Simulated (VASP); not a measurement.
Input of a VASP 6.6.1 run:

The input INCAR:

```
SYSTEM = Ga3N4
ALGO = Normal ; DIPOL = 0.5 0.5 0.348
EDIFF = 1E-6 ; ENCUT = 520
GGA = PE ; IDIPOL = 3
ISIF = 2 ; ISMEAR = 0
ISPIN = 2 ; LASPH = .TRUE.
LCHARG = .TRUE. ; LDIPOL = .TRUE.
LELF = .TRUE. ; LORBIT = 11
LREAL = .FALSE. ; LVACPOTAV = .TRUE.
LVHAR = .TRUE. ; LWAVE = .FALSE.
MAGMOM = 0 0 0 3 0 0 0 ; NBANDS = 42
NELM = 150 ; PREC = Accurate
SIGMA = 0.05
```

KPOINTS

```
k-points
0
G
  8 8 1
  0 0 0
```

File POSCAR:

```
Ga3N4
1.0
    3.2165072845      0.0000000000      0.0000000000
    0.0000000000      3.2165072845      0.0000000000
    0.0000000000      0.0000000000     21.2198072894
N Ga
4 3
Direct
    0.0000000000      0.5000000000      0.1885031257
    0.5000000000      0.0000000000      0.2956866680
    0.0000000000      0.5000000000      0.4029970640
    0.6250000000      1.0000000000      0.5008491687
    0.5000000000      0.5000000000      0.2420948968
    0.0000000000      0.0000000000      0.3470972838
    0.5000000000      0.5000000000      0.4580535137
```

Potentials or basis: VASP PAW PBE potentials, release 64 (N, Ga_d).

Launch:

```sh
$ cat potpaw_PBE.64/N/POTCAR potpaw_PBE.64/Ga_d/POTCAR > POTCAR
$ mpirun -np 1 vasp_std > vasp.out
```

Problem. Predict the site moments.

Solution. N -0.07, +0.06, +0.14, +0.87; Ga +0.02, +0.01 (each value once) μB.

Problem. Estimate the largest force.

Solution. 1.901 eV/Å.

Forces in eV/Å, atoms in the order of the input:
```
N    0.007  0.000  1.415
N    0.015  0.000  0.115
N    0.352  0.000 -0.696
N   -0.352  0.000  0.026
Ga   0.001  0.000 -1.901
Ga   0.030  0.000  0.922
Ga  -0.053  0.000  0.119
```
